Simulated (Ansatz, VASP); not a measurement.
ZnS in VASP and in Ansatz

Contents of INCAR:

```
PREC = Accurate
ENCUT = 520
EDIFF = 1E-7
ISMEAR = 0
SIGMA = 0.05
LREAL = F
LASPH = T
NELM = 80
ALGO = Normal
ISIF = 2
LWAVE = F
LCHARG = F
GGA = PE
NBANDS = 26
```

Contents of KPOINTS:

```
Automatic mesh
0
Gamma
  12 12 6
```

File POSCAR:

```
ZnS
1.0
    3.8109987816      0.0000000000      0.0000000000
   -1.9054993908      3.3004217586      0.0000000000
    0.0000000000      0.0000000000      6.2340000000
Zn S
2 2
Direct
    0.3991834964      0.7148723317      0.0000000000
    0.6008165036      0.2851276683      0.5000000000
    0.2773768155      0.6257036526      0.3850000000
    0.7226231845      0.3742963474      0.8850000000
```

Input for Ansatz:

```yaml
crystal:
  lattice:
    - [3.8109987816, 0.0, 0.0]
    - [-1.9054993908, 3.3004217586, 0.0]
    - [0.0, 0.0, 6.234]
  atoms:
    - { symbol: Zn, position: [0.3991834964, 0.7148723317, 0.0] }
    - { symbol: Zn, position: [0.6008165036, 0.2851276683, 0.5] }
    - { symbol: S, position: [0.2773768155, 0.6257036526, 0.385] }
    - { symbol: S, position: [0.7226231845, 0.3742963474, 0.885] }
basis:
  ecutwfc: 420
kpoints:
  mp_grid: { grid: [12, 12, 6] }
hamiltonian:
  xc: pbe
scf:
  occupations: { method: gaussian, width: 0.05 }
output:
  forces: true
  stress: true
  eigenvalues: true
```

Change from the starting cell: mode 4 (73.5 1/cm) frozen in, largest displacement -0.225 Å.

Alike in both runs: task single point; functional PBE; k mesh 12 × 12 × 6; occupations gaussian, width 0.05 eV; no spin polarisation.

|  | VASP | Ansatz |
| --- | --- | --- |
| version | VASP 6.6.1 | Ansatz 0.2.0 |
| potentials or method | VASP PAW PBE potentials, release 64 (Zn, S), cutoff 520 eV | scalar-relativistic, plane waves, PAW |
| valence electrons in the cell | 36 | 36 |

Ansatz gave:

* gap on the k mesh at the Fermi level (eV): 2.12
* least direct gap on the mesh (eV): 2.12
* pressure (GPa): 2.0
* traceless stress, the component that is largest in VASP (GPa): -1.64
* rms of the force components (eV/Å): 0.258

Q: Which values does VASP return?

A: gap on the k mesh at the Fermi level (eV): 2.13; least direct gap on the mesh (eV): 2.13; pressure (GPa): 2.2; traceless stress, the component that is largest in VASP (GPa): -1.68; rms of the force components (eV/Å): 0.260.

Atom by atom the forces differ by 0.003 eV/Å (rms over components).
